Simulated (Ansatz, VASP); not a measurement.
Si4Cl in VASP and in Ansatz

Contents of INCAR:

```
SYSTEM = Si4Cl
  ALGO = Normal
  DIPOL = 0.5 0.5 0.333
  EDIFF = 1E-6
  ENCUT = 400
  GGA = PE
  GGA_COMPAT = .FALSE.
  IDIPOL = 3
  ISIF = 2
  ISMEAR = 0
  ISPIN = 2
  IVDW = 12
  LASPH = .TRUE.
  LCHARG = .FALSE.
  LDIPOL = .TRUE.
  LORBIT = 11
  LREAL = .FALSE.
  LWAVE = .FALSE.
  MAGMOM = 0 0 0 0 1
  NBANDS = 24
  NELM = 200
  NELMDL = -8
  PREC = Accurate
  SIGMA = 0.05
```

File KPOINTS:

```
k-points
0
G
  9 9 1
  0 0 0
```

Contents of POSCAR:

```
Si4Cl
1.0
    3.8333442603      0.0000000000      0.0000000000
   -1.9166721302      3.3197735109      0.0000000000
    0.0000000000      0.0000000000     21.0083834853
Si Cl
4 1
Direct
    0.3333333333      0.6666666667      0.1904001801
    0.0000000000      0.0000000000      0.2276461739
    0.0000000000      0.0000000000      0.3452231042
    0.6666666667      0.3333333333      0.3764394101
    1.0000000000      1.0000000000      0.5239995497
```

Input for Ansatz:

```yaml
crystal:
  lattice:
    - [3.8333442603, 0.0, 0.0]
    - [-1.9166721302, 3.3197735109, 0.0]
    - [0.0, 0.0, 21.0083834853]
  atoms:
    - { symbol: Si, position: [0.3333333333, 0.6666666667, 0.1904001801] }
    - { symbol: Si, position: [0.0, 0.0, 0.2276461739] }
    - { symbol: Si, position: [0.0, 0.0, 0.3452231042] }
    - { symbol: Si, position: [0.6666666667, 0.3333333333, 0.3764394101] }
    - { symbol: Cl, position: [1.0, 1.0, 0.5239995497], spin: 1.0 }
basis:
  ecutwfc: 420
kpoints:
  mp_grid: { grid: [9, 9, 1] }
hamiltonian:
  xc: pbe
  pseudopotentials: { kind: paw, azcp: { folder: soft_1 } }
  dispersion: d3bj
scf:
  occupations: { method: gaussian, width: 0.05 }
output:
  forces: true
  eigenvalues: true
  populations: true
magnetization:
  spin_polarized: true
efield:
  axis: 3
  dipole_correction: true
  ramp_width: 0.04
```

Alike in both runs: task single point; functional PBE; dispersion D3(BJ); k mesh 9 × 9 × 1; occupations gaussian, width 0.05 eV; collinear spin.

|  | VASP | Ansatz |
| --- | --- | --- |
| version | VASP 6.6.1 | Ansatz 0.2.0 |
| potentials or method | VASP PAW PBE potentials, release 64 (Si, Cl), cutoff 400 eV | scalar-relativistic, plane waves, PAW |
| valence electrons in the cell | 23 | 23 |

VASP gave:

| Item | Value |
| --- | --- |
| gap on the k mesh at the Fermi level (eV) | none |
| rms of the force components (eV/Å) | 0.257 |
| net moment per atom (μB) | 0.17 |
| size of the moment on the site where the two differ most (μB) | 0.50 |

Problem. What did Ansatz give for the same quantities?

Solution. gap on the k mesh at the Fermi level (eV): none; rms of the force components (eV/Å): 0.258; net moment per atom (μB): 0.17; size of the moment on the site where the two differ most (μB): 0.65.

Site moments also hang on the region over which each program counts them. Atom by atom the forces differ by 0.003 eV/Å (rms over components). A gap of «none» marks a metal or a gap that the smearing closes.
